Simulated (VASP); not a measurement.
# KZnF3 (P2/m) in VASP: a series of runs, part 2 of 2

VASP 6.6.1. Earlier steps stand in the parts before.

## (3) Single point, PBEsol (shear of c along a, cell held: +6.0 %)

INCAR

```
SYSTEM = KZnF3
PREC     = Accurate       ! precision mode
ENCUT    = 520            ! plane-wave cutoff, eV
EDIFF    = 1E-7           ! SCF threshold, eV
ISMEAR   = 0              ! smearing method
SIGMA    = 0.02           ! smearing width, eV
LREAL    = .FALSE.        ! projectors in reciprocal space
LASPH    = .TRUE.         ! aspherical terms in the spheres
NELM     = 100            ! most SCF steps
ALGO     = Normal         ! electronic algorithm
ISIF     = 2              ! what is computed and relaxed
LWAVE    = .FALSE.        ! write WAVECAR
LCHARG   = .TRUE.         ! write CHGCAR
GGA      = PS             ! functional
LELF     = .TRUE.         ! ELF
LVHAR    = .TRUE.       
NBANDS   = 29             ! bands
```

KPOINTS

```
regular mesh
0
G
  6 6 6
  0 0 0
```

POSCAR

```
KZnF3
1.0
    4.0519406020      0.0000000000      0.0000000000
    0.0000000000      4.0519406020      0.0000000000
    0.2431164361      0.0000000000      4.0519406020
K Zn F
1 1 3
Direct
    0.0000000000      0.0000000000      0.0000000000
    0.5000000000      0.5000000000      0.5000000000
    0.0000000000      0.5000000000      0.5000000000
    0.5000000000      0.0000000000      0.5000000000
    0.5000000000      0.5000000000      0.0000000000
```

Potentials or basis: VASP PAW PBE potentials, release 64 (K_sv, Zn, F).

On the command line:

```bash
cat potpaw_PBE.64/K_sv/POTCAR potpaw_PBE.64/Zn/POTCAR potpaw_PBE.64/F/POTCAR > POTCAR
mpirun -np 1 vasp_std > vasp.out
```

OUTCAR:

```text
SYSTEM = KZnF3
   PREC = Accurate
   ENCUT = 520
   EDIFF = 1E-7
   ISMEAR = 0
   LREAL = .FALSE.
   LASPH = .TRUE.
   NELM = 100
   ISIF = 2
   GGA = PS

 ion  position               nearest neighbor table
   1  0.000  0.000  0.000-   4 2.78   4 2.78
   2  0.500  0.500  0.500-   3 2.03   4 2.03   4 2.03   3 2.03   5 2.03   5 2.03
   3  0.000  0.500  0.500-   2 2.03   2 2.03
   4  0.500  0.000  0.500-   2 2.03   2 2.03   1 2.78   1 2.78
   5  0.500  0.500  0.000-   2 2.03   2 2.03

  LATTYP: Found a simple monoclinic cell.
 ALAT       =     4.0519406020
 B/A-ratio  =     1.0000000000
 C/A-ratio  =     1.0017983829
 COS(beta)  =    -0.0598922907

  Lattice vectors:

 A1 = (   4.0519406020,   0.0000000000,   0.0000000000)
 A2 = (   0.0000000000,  -4.0519406020,   0.0000000000)
 A3 = (  -0.2431164361,   0.0000000000,  -4.0519406020)

Analysis of symmetry for initial positions (statically):
=====================================================================
 Subroutine PRICEL returns:
 Original cell was already a primitive cell.

 Routine SETGRP: Setting up the symmetry group for a
 simple monoclinic supercell.

 Subroutine GETGRP returns: Found  4 space group operations
 (whereof  4 operations were pure point group operations)
 out of a pool of  4 trial point group operations.

The static configuration has the point symmetry C_2h.

Analysis of symmetry for dynamics (positions and initial velocities):
=====================================================================
 Subroutine PRICEL returns:
 Original cell was already a primitive cell.

 Routine SETGRP: Setting up the symmetry group for a
 simple monoclinic supercell.

 Subroutine GETGRP returns: Found  4 space group operations
 (whereof  4 operations were pure point group operations)
 out of a pool of  4 trial point group operations.

The dynamic configuration has the point symmetry C_2h.

 Subroutine INISYM returns: Found  4 space group operations
 (whereof  4 operations are pure point group operations),
 and found     1 'primitive' translations

----------------------------------------------------------------------------------------

                                     Primitive cell

  volume of cell :      66.5257

  direct lattice vectors                    reciprocal lattice vectors
     4.051940602  0.000000000  0.000000000     0.246795326  0.000000000 -0.014807720
     0.000000000  4.051940602  0.000000000     0.000000000  0.246795326  0.000000000
     0.243116436  0.000000000  4.051940602     0.000000000  0.000000000  0.246795326

  length of vectors
     4.051940602  4.051940602  4.059227543     0.247239158  0.246795326  0.246795326

  position of ions in fractional coordinates (direct lattice)
     0.000000000  0.000000000  0.000000000
     0.500000000  0.500000000  0.500000000
     0.000000000  0.500000000  0.500000000
     0.500000000  0.000000000  0.500000000
     0.500000000  0.500000000  0.000000000

  ion indices of the primitive-cell ions
   primitive index   ion index
                 1           1
                 2           2
                 3           3
                 4           4
                 5           5

----------------------------------------------------------------------------------------

 KPOINTS: regular mesh

Automatic generation of k-mesh.
 Grid dimensions read from file:
 generate k-points for:    6    6    6

 Generating k-lattice:

  Cartesian coordinates                     Fractional coordinates (reciprocal lattice)
     0.041132554  0.000000000 -0.002467953     0.166666667  0.000000000 -0.000000000
     0.000000000  0.041132554  0.000000000     0.000000000  0.166666667  0.000000000
     0.000000000  0.000000000  0.041132554     0.000000000  0.000000000  0.166666667

  Length of vectors
     0.041206526  0.041132554  0.041132554

  Shift w.r.t. Gamma in fractional coordinates (k-lattice)
     0.000000000  0.000000000  0.000000000

 Subroutine IBZKPT returns following result:
 ===========================================

 Found     80 irreducible k-points:

 Following reciprocal coordinates:
            Coordinates               Weight
  0.000000  0.000000  0.000000      1.000000
  0.166667  0.000000 -0.000000      2.000000
  0.333333  0.000000  0.000000      2.000000
  0.500000  0.000000  0.000000      1.000000
  0.000000  0.166667  0.000000      2.000000
  0.166667  0.166667 -0.000000      4.000000
[... 16 lines left out ...]
  0.000000  0.166667  0.166667      4.000000
  0.166667  0.166667  0.166667      4.000000
 [... further k-points ...]
   k-points           NKPTS =     80   k-points in BZ     NKDIM =     80   number of bands    NBANDS=     29
   number of dos      NEDOS =    301   number of ions     NIONS =      5
   total plane-waves  NPLWV =  27000
   dimension x,y,z NGX =    30 NGY =   30 NGZ =   30
   dimension x,y,z NGXF=    60 NGYF=   60 NGZF=   60
   ions per type =               1   1   3
   NGX,Y,Z   is equivalent  to a cutoff of  12.31, 12.31, 12.29 a.u.
   NGXF,Y,Z  is equivalent  to a cutoff of  24.62, 24.62, 24.57 a.u.
 SYSTEM =  KZnF3
   PREC   = accura    normal or accurate (medium, high low for compatibility)
   ISTART =      0    job   : 0-new  1-cont  2-samecut
   ICHARG =      2    charge: 1-file 2-atom 10-const
   ISPIN  =      1    spin polarized calculation?
   LNONCOLLINEAR =      F non collinear calculations
   LSORBIT =      F    spin-orbit coupling
   LASPH  =      T    aspherical Exc in radial PAW
   ENCUT  =  520.0 eV  38.22 Ry    6.18 a.u.   7.53  7.53  7.55*2*pi/ulx,y,z
   NELM   =    100;   NELMIN=  2; NELMDL= -5     # of ELM steps
   EDIFF  = 0.1E-06   stopping-criterion for ELM
   LREAL  =      F    real-space projection
   EDIFFG = 0.1E-05   stopping-criterion for IOM
   NSW    =      0    number of steps for IOM
   IBRION =     -1    ionic relax: 0-MD 1-quasi-New 2-CG
   NFREE  =      0    steps in history (QN), initial steepest desc. (CG)
   ISIF   =      2    stress and relaxation
   ISYM   =      2    0-nonsym 1-usesym 2-fastsym
   POTIM  = 0.5000    time-step for ionic-motion
   TEBEG  =    0.0;   TEEND  =   0.0 temperature during run
   PSTRESS=    0.0 pullay stress
   NELECT =      42.0000    total number of electrons
   NUPDOWN=      -1.0000    fix difference up-down
   EMIN   =  10.00;   EMAX   =-10.00  energy-range for DOS
   EFERMI =   0.00;   METHOD = LEGACY
   ISMEAR =     0;   SIGMA  =   0.02  broadening in eV -4-tet -1-fermi 0-gaus
   EFERMI_NEDOS =   21; number of points for ismear=-14 and -15
   IALGO  =     38    algorithm
   IMIX   =      4    mixing-type and parameters
     AMIX     =   0.40;   BMIX     =  1.00
     AMIX_MAG =   1.60;   BMIX_MAG =  1.00
  volume/ion in A,a.u.               =      13.31        89.79
  Fermi-wavevector in a.u.,A,eV,Ry     =   1.404413  2.653956 26.835805  1.972376
  Thomas-Fermi vector in A             =   2.526977
   LORBIT       =      0    0 simple, 1 ext, 2 COOP (PROOUT), +10 PAW based schemes
   GGA     = PS    functional components
   LHFCALC =     F    Hartree Fock is set to
   AEXX    =    0.0000 exact exchange contribution
   IVDW    =     0    specifies the selected vdW correction
   LEPSILON=     F    determine dielectric tensor
   LRPA    =     F    only Hartree local field effects (RPA)
 non-spin polarized calculation
 Gauss-broadening in eV      SIGMA  =   0.02
  energy-cutoff  :      520.00
  volume of cell :       66.53
 maximum number of plane-waves:      1806
   NGX = 15   NGY = 15   NGZ = 15

 number of electron      41.9999975 magnetization

 Free energy of the ion-electron system (eV)
  ---------------------------------------------------
  ext. energy  EPLUGINS =         0.00000000
  ---------------------------------------------------
  free energy    TOTEN  =       -21.31546633 eV

  energy without entropy =      -21.31546633  energy(sigma->0) =      -21.31546633

 E-fermi :  -0.7224     XC(G=0): -10.1315

 val. band max:       -0.9012593583   @ k =   0.5000   0.5000   0.5000
 cond. band min:       2.7193889180   @ k =   0.0000   0.0000   0.0000
 fundamental gap:      3.6206482763
 Fermi energy:        -0.7223822544

 k-point     1 :       0.0000    0.0000    0.0000
  band No.  band energies     occupation
      1     -27.7860      2.00000
      2     -22.3855      2.00000
      3     -21.7543      2.00000
      4     -21.7266      2.00000
      5     -11.3729      2.00000
      6     -11.3450      2.00000
[... 757 lines left out ...]
     28      10.3786      0.00000
     29      12.5785      0.00000

 [... further k-points ...]
[... 5 lines left out ...]
  --------------------------------------------------------------------------------------
  -------------------------------------------------------------------------------------
  Total        0.1405038      0.1452462      0.1763138      0.0000000      0.0000000     -0.8346794
  in kB        3.3838364      3.4980502      4.2462704      0.0000000      0.0000000    -20.1020829
  external PRESSURE =       3.7093857 kB  Pullay stress =       0.0000000 kB

 VOLUME and BASIS-vectors are now :
 -----------------------------------------------------------------------------
  energy-cutoff  :      520.00
  volume of cell :       66.53
      direct lattice vectors                 reciprocal lattice vectors
     4.051940602  0.000000000  0.000000000     0.246795326  0.000000000 -0.014807720
     0.000000000  4.051940602  0.000000000     0.000000000  0.246795326  0.000000000
     0.243116436  0.000000000  4.051940602     0.000000000  0.000000000  0.246795326

 POSITION                                       TOTAL-FORCE (eV/Angst)
 -----------------------------------------------------------------------------------
      0.00000      0.00000      0.00000        -0.000000      0.000000      0.000000
      2.14753      2.02597      2.02597        -0.000000      0.000000      0.000000
      0.12156      2.02597      2.02597         0.000000      0.000000      0.000000
      2.14753      0.00000      2.02597        -0.000000      0.000000      0.000000
      2.02597      2.02597      0.00000        -0.000000      0.000000      0.000000
 -----------------------------------------------------------------------------------
    total drift:                                0.000000      0.000000     -0.000000

  FREE ENERGIE OF THE ION-ELECTRON SYSTEM (eV)
  ---------------------------------------------------
  free  energy   TOTEN  =       -21.3154663272 eV

  energy  without entropy=      -21.3154663272  energy(sigma->0) =      -21.31546633
```

It took 77 s on 1 thread of Intel Xeon 6975P-C (Granite Rapids), shared host; peak memory 0.27 GiB.

What came out:

```
Free energy            : -21.3155 eV
Pressure               : 0.4 GPa
Band gap on the k mesh : 3.62 eV (least direct gap 5.32 eV)
```

Levels at points of the mesh, in eV from the valence-band top:
| k point | band 19 | band 20 | band 21 | band 22 | band 23 | band 24 |
| --- | --- | --- | --- | --- | --- | --- |
| (0.00, 0.00, 0.00) | -1.91 | -1.84 | -1.69 | 3.62 | 8.58 | 8.62 |
| (0.50, 0.00, 0.00) | -1.69 | -1.69 | -1.61 | 6.43 | 8.14 | 9.53 |
| (0.00, 0.50, 0.00) | -1.70 | -1.69 | -1.61 | 6.42 | 8.17 | 9.58 |
| (0.50, 0.50, 0.00) | -1.78 | -1.49 | 0.00 | 7.90 | 9.93 | 9.98 |
| (0.00, 0.00, 0.50) | -1.69 | -1.68 | -1.61 | 6.41 | 8.13 | 9.52 |
| (0.50, 0.00, 0.50) | -1.76 | -1.46 | -0.01 | 7.90 | 9.92 | 10.00 |
| (0.00, 0.50, 0.50) | -1.78 | -1.49 | -0.01 | 7.90 | 9.91 | 9.97 |
| (0.50, 0.50, 0.50) | -1.44 | -0.01 | 0.00 | 8.05 | 8.30 | 8.51 |

Caveat: the cell differs from its parent crystal (shear of c along a, cell held: +6.0 %); the PAW data sets were made with another functional, which shifts forces and pressure a little.
